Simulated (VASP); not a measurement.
# CdSe (P6_3mc) in VASP: a series of runs

CdSe is run at these levels: PBE, r2SCAN; tasks: single point.

Program: VASP 6.6.1. These are calculated values, not measurements. Logs are shortened: lines on timing, memory, paths and dates and some standing lists are left out, and cuts for length are marked.

### 1 The cell of the first run

It takes space group P6_3mc (No. 186, hexagonal). Conventional cell: a = 4.300 Å, b = 4.300 Å, c = 7.020 Å, α = 90.00°, β = 90.00°, γ = 120.00°. Cd (site symmetry 3m) has 4 Se at 2.61 to 2.70 Å within 3.4 Å. Within 3.4 Å of Se (site symmetry 3m) lie 4 Cd at 2.61 to 2.70 Å.

### 2 Single point, PBE

INCAR

```
SYSTEM = CdSe
ALGO = Normal
EDIFF = 1E-6
ENCUT = 500
GGA = PE
GGA_COMPAT = .False.
ISIF = 2
ISMEAR = 0
LASPH = .True.
LCHARG = .False.
LREAL = .False.
LWAVE = .False.
NBANDS = 26
NELM = 120
PREC = Accurate
SIGMA = 0.01
```

KPOINTS

```
k-points
0
Gamma
  6 6 2
  0 0 0
```

POSCAR

```
CdSe
1.0
    4.3000000000      0.0000000000      0.0000000000
   -2.1500000000      3.7239092400      0.0000000000
    0.0000000000      0.0000000000      7.0200000000
Cd Se
2 2
Direct
    0.3333333333      0.6666666667      0.0000000000
    0.6666666667      0.3333333333      0.5000000000
    0.3333333333      0.6666666667      0.3850000000
    0.6666666667      0.3333333333      0.8850000000
```

Potentials or basis: VASP PAW PBE potentials, release 64 (Cd, Se).

The run is started by

```
$ cat potpaw_PBE.64/Cd/POTCAR potpaw_PBE.64/Se/POTCAR > POTCAR
$ mpirun -np 1 vasp_std > vasp.out
```

OUTCAR:

```text
SYSTEM = CdSe
   EDIFF = 1E-6
   ENCUT = 500
   GGA = PE
   ISIF = 2
   ISMEAR = 0
   LASPH = .True.
   LREAL = .False.
   NELM = 120
   PREC = Accurate

 ion  position               nearest neighbor table
   1  0.333  0.667  0.000-   4 2.61   4 2.61   4 2.61   3 2.70
   2  0.667  0.333  0.500-   3 2.61   3 2.61   3 2.61   4 2.70
   3  0.333  0.667  0.385-   2 2.61   2 2.61   2 2.61   1 2.70
   4  0.667  0.333  0.885-   1 2.61   1 2.61   1 2.61   2 2.70

  LATTYP: Found a hexagonal cell.
 ALAT       =     4.3000000000
 C/A-ratio  =     1.6325581395

  Lattice vectors:

 A1 = (   4.3000000000,   0.0000000000,   0.0000000000)
 A2 = (  -2.1500000000,   3.7239092400,   0.0000000000)
 A3 = (   0.0000000000,   0.0000000000,   7.0200000000)

Analysis of symmetry for initial positions (statically):
=====================================================================
 Subroutine PRICEL returns:
 Original cell was already a primitive cell.

 Routine SETGRP: Setting up the symmetry group for a
 hexagonal supercell.

 Subroutine GETGRP returns: Found 12 space group operations
 (whereof  6 operations were pure point group operations)
 out of a pool of 24 trial point group operations.

The static configuration has the point symmetry C_3v.
 The point group associated with its full space group is C_6v.

Analysis of symmetry for dynamics (positions and initial velocities):
=====================================================================
 Subroutine PRICEL returns:
 Original cell was already a primitive cell.

 Routine SETGRP: Setting up the symmetry group for a
 hexagonal supercell.

 Subroutine GETGRP returns: Found 12 space group operations
 (whereof  6 operations were pure point group operations)
 out of a pool of 24 trial point group operations.

The dynamic configuration has the point symmetry C_3v.
 The point group associated with its full space group is C_6v.

 Subroutine INISYM returns: Found 12 space group operations
 (whereof  6 operations are pure point group operations),
 and found     1 'primitive' translations

[... 81 lines left out ...]
   ISPIN  =      1    spin polarized calculation?
   LNONCOLLINEAR =      F non collinear calculations
   LSORBIT =      F    spin-orbit coupling
   LASPH  =      T    aspherical Exc in radial PAW
   ENCUT  =  500.0 eV  36.75 Ry    6.06 a.u.   7.84  7.84 12.80*2*pi/ulx,y,z
   NELM   =    120;   NELMIN=  2; NELMDL= -5     # of ELM steps
   EDIFF  = 0.1E-05   stopping-criterion for ELM
   LREAL  =      F    real-space projection
   EDIFFG = 0.1E-04   stopping-criterion for IOM
   NSW    =      0    number of steps for IOM
   IBRION =     -1    ionic relax: 0-MD 1-quasi-New 2-CG
   NFREE  =      0    steps in history (QN), initial steepest desc. (CG)
   ISIF   =      2    stress and relaxation
   ISYM   =      2    0-nonsym 1-usesym 2-fastsym
   POTIM  = 0.5000    time-step for ionic-motion
   TEBEG  =    0.0;   TEEND  =   0.0 temperature during run
   PSTRESS=    0.0 pullay stress
   NELECT =      36.0000    total number of electrons
   NUPDOWN=      -1.0000    fix difference up-down
   EMIN   =  10.00;   EMAX   =-10.00  energy-range for DOS
   EFERMI =   0.00;   METHOD = LEGACY
   ISMEAR =     0;   SIGMA  =   0.01  broadening in eV -4-tet -1-fermi 0-gaus
   EFERMI_NEDOS =   21; number of points for ismear=-14 and -15
   IALGO  =     38    algorithm
   IMIX   =      4    mixing-type and parameters
     AMIX     =   0.40;   BMIX     =  1.00
     AMIX_MAG =   1.60;   BMIX_MAG =  1.00
  volume/ion in A,a.u.               =      28.10       189.64
  Fermi-wavevector in a.u.,A,eV,Ry     =   1.120059  2.116604 17.068937  1.254531
  Thomas-Fermi vector in A             =   2.256702
   LORBIT       =      0    0 simple, 1 ext, 2 COOP (PROOUT), +10 PAW based schemes
   GGA     = PE    functional components
   LHFCALC =     F    Hartree Fock is set to
   AEXX    =    0.0000 exact exchange contribution
   IVDW    =     0    specifies the selected vdW correction
   LEPSILON=     F    determine dielectric tensor
   LRPA    =     F    only Hartree local field effects (RPA)
 non-spin polarized calculation
 Gauss-broadening in eV      SIGMA  =   0.01
  energy-cutoff  :      500.00
  volume of cell :      112.41
 maximum number of plane-waves:      2868
 NGX is ok and might be reduce to    32
   NGX = 15   NGY = 15   NGZ = 25

 number of electron      35.9999998 magnetization

 Free energy of the ion-electron system (eV)
  ---------------------------------------------------
  ext. energy  EPLUGINS =         0.00000000
  ---------------------------------------------------
  free energy    TOTEN  =       -10.89977316 eV

  energy without entropy =      -10.89977316  energy(sigma->0) =      -10.89977316

 E-fermi :   1.0133     XC(G=0):  -8.8816

 val. band max:        0.9364630132   @ k =   0.0000   0.0000   0.0000
 cond. band min:       1.6394597280   @ k =   0.0000   0.0000   0.0000
 fundamental gap:      0.7029967148
 Fermi energy:         1.0132621239

 k-point     1 :       0.0000    0.0000    0.0000
  band No.  band energies     occupation
      1     -11.6571      2.00000
      2     -11.2911      2.00000
      3      -7.0001      2.00000
      4      -7.0001      2.00000
      5      -6.9446      2.00000
      6      -6.9446      2.00000
[... 395 lines left out ...]
     25       9.7056      0.00000
     26       9.7057      0.00000

------------------------ aborting loop because EDIFF is reached ----------------------------------------

  FORCE on cell =-STRESS in cart. coord.  units (eV):
  Direction    XX          YY          ZZ          XY          YZ          ZX
  --------------------------------------------------------------------------------------
  -------------------------------------------------------------------------------------
  Total        2.8168724      2.8168724      1.3146851      0.0000000      0.0000000      0.0000000
  in kB       40.1488495     40.1488496     18.7381914      0.0000000      0.0000000      0.0000000
  external PRESSURE =      33.0119635 kB  Pullay stress =       0.0000000 kB

 VOLUME and BASIS-vectors are now :
 -----------------------------------------------------------------------------
  energy-cutoff  :      500.00
  volume of cell :      112.41
      direct lattice vectors                 reciprocal lattice vectors
     4.300000000  0.000000000  0.000000000     0.232558140  0.134267504  0.000000000
    -2.150000000  3.723909240  0.000000000     0.000000000  0.268535009  0.000000000
     0.000000000  0.000000000  7.020000000     0.000000000  0.000000000  0.142450142

 POSITION                                       TOTAL-FORCE (eV/Angst)
 -----------------------------------------------------------------------------------
     -0.00000      2.48261      0.00000         0.000000     -0.000000      0.293388
      2.15000      1.24130      3.51000        -0.000000      0.000000      0.293388
     -0.00000      2.48261      2.70270        -0.000000      0.000000     -0.293388
      2.15000      1.24130      6.21270         0.000000     -0.000000     -0.293388
 -----------------------------------------------------------------------------------
    total drift:                               -0.000000     -0.000000      0.000058

  FREE ENERGIE OF THE ION-ELECTRON SYSTEM (eV)
  ---------------------------------------------------
  free  energy   TOTEN  =       -10.8997731616 eV

  energy  without entropy=      -10.8997731616  energy(sigma->0) =      -10.89977316
```

Wall time 32 s (1 thread of AMD EPYC 7R43 (Zen 3), shared host); peak memory 0.19 GiB.

Results:

```
Free energy            : -10.8998 eV
Pressure               : 3.3 GPa
Largest force          : 0.293 eV/Å
Band gap on the k mesh : 0.70 eV
```

Forces on the atoms (eV/Å):
```
Cd   0.000  0.000  0.293
Cd   0.000  0.000  0.293
Se   0.000  0.000 -0.293
Se   0.000  0.000 -0.293
```

Stress tensor (GPa, compression positive):
```
4.01 0.00 0.00
0.00 4.01 0.00
0.00 0.00 1.87
```

Caveat: the k points lie up to 0.45 Å⁻¹ apart. Expect the measured gap to be larger: semilocal functionals such as PBE lack the derivative discontinuity.

### 3 Single point, r2SCAN

POSCAR is that of step 2.

INCAR.step1

```
SYSTEM = CdSe
PREC = Accurate ; ENCUT = 550
ISMEAR = 0 ; SIGMA = 0.01
LREAL = .False. ; LASPH = .True.
NELM = 120 ; NBANDS = 26
GGA = PE ; ALGO = Normal
EDIFF = 1E-5 ; LWAVE = .True.
LCHARG = .False. ; GGA_COMPAT = .False.
```

INCAR.step2

```
SYSTEM = CdSe
PREC = Accurate ; ENCUT = 550
EDIFF = 1E-6 ; ISMEAR = 0
SIGMA = 0.01 ; LREAL = .False.
LASPH = .True. ; NELM = 120
ALGO = Normal ; ISIF = 2
LWAVE = .False. ; LCHARG = .False.
METAGGA = R2SCAN ; LMIXTAU = .True.
NBANDS = 26 ; ISTART = 1
GGA_COMPAT = .False.
```

KPOINTS

```
regular mesh
0
Gamma
  6 6 2
  0 0 0
```

Potentials or basis: VASP PAW PBE potentials, release 64 (Cd, Se).

The run is started by

```
$ cat potpaw_PBE.64/Cd/POTCAR potpaw_PBE.64/Se/POTCAR > POTCAR
$ cp INCAR.step1 INCAR
$ mpirun -np 1 vasp_std > vasp.out
$ cp INCAR.step2 INCAR
$ mpirun -np 1 vasp_std > vasp.out
```

Run time: 2.5 min. Hardware: 1 thread of AMD EPYC 7R43 (Zen 3), shared host; peak memory 0.25 GiB.

It converged, with:

```
Free energy            : -71.7902 eV
Pressure               : 1.8 GPa
Largest force          : 0.288 eV/Å
Band gap on the k mesh : 1.19 eV
```

Forces in eV/Å, atoms in the order of the input:
```
Cd   0.000  0.000  0.288
Cd   0.000  0.000  0.288
Se   0.000  0.000 -0.288
Se   0.000  0.000 -0.288
```

Stress tensor (GPa, compression positive):
```
2.52 0.00 0.00
0.00 2.52 0.00
0.00 0.00 0.38
```

Levels at points of the mesh, in eV from the valence-band top:
```csv
k point,band 16,band 17,band 18,band 19,band 20,band 21
"(0.00, 0.00, 0.00)",-0.01,0.00,0.00,1.19,2.59,6.39
"(0.50, 0.00, 0.00)",-1.89,-1.25,-0.84,3.68,3.70,5.12
"(0.00, 0.00, 0.50)",-0.38,-0.38,-0.38,2.80,2.80,6.29
"(0.50, 0.00, 0.50)",-1.40,-1.31,-1.31,3.39,3.39,5.21
```

Caveat: the k points lie up to 0.45 Å⁻¹ apart; the PAW data sets were made with another functional, which shifts forces and pressure a little.
